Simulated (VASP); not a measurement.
Set up this calculation in VASP 6.6.1, as the native input.

- Task: single point
- Functional: BLYP
- Potentials or basis: VASP PAW PBE potentials, release 64 (Mg, B)
- Cutoff: 520 eV
- k mesh: 9 × 9 × 9
- Occupations: fermi-dirac, width 0.05 eV
- Spin: no spin polarisation
- Dipole correction: no
- Further INCAR settings: ALGO = Normal; EDIFF = 1e-07; NBANDS = 10

The structure of MgB lies in POSCAR:

```
MgB
1.0
    2.8951500000      0.0000000000      0.0000000000
    0.0000000000      2.8951500000      0.0000000000
    0.0000000000      0.0000000000      2.8951500000
Mg B
1 1
Direct
    0.0000000000      0.0000000000      0.0000000000
    0.5000000000      0.5000000000      0.5000000000
```

These files were run (other wordings do the same):

INCAR

```
AGGAC = 1.0
AGGAX = 1.0
ALDAC = 0.0
ALDAX = 1.0
ALGO = Normal
EDIFF = 1E-7
ENCUT = 520
GGA = B5
ISIF = 2
ISMEAR = -1
LASPH = True
LCHARG = False
LREAL = False
LWAVE = False
NBANDS = 10
NELM = 100
PREC = Accurate
SIGMA = 0.05
```

KPOINTS

```
k-points
0
Gamma
  9 9 9
```

Potentials or basis: VASP PAW PBE potentials, release 64 (Mg, B).

Run with:

```sh
$ cat potpaw_PBE.64/Mg/POTCAR potpaw_PBE.64/B/POTCAR > POTCAR
$ mpirun -np 1 vasp_std > vasp.out
```

It gave:

```json
{
 "Pressure": "2.4 GPa"
}
```

Caveat: the PAW data sets were made with another functional, which shifts forces and pressure a little.

It took 8.6 s on 1 thread of Intel Xeon 6975P-C, on a shared host, peak memory 0.14 GiB.
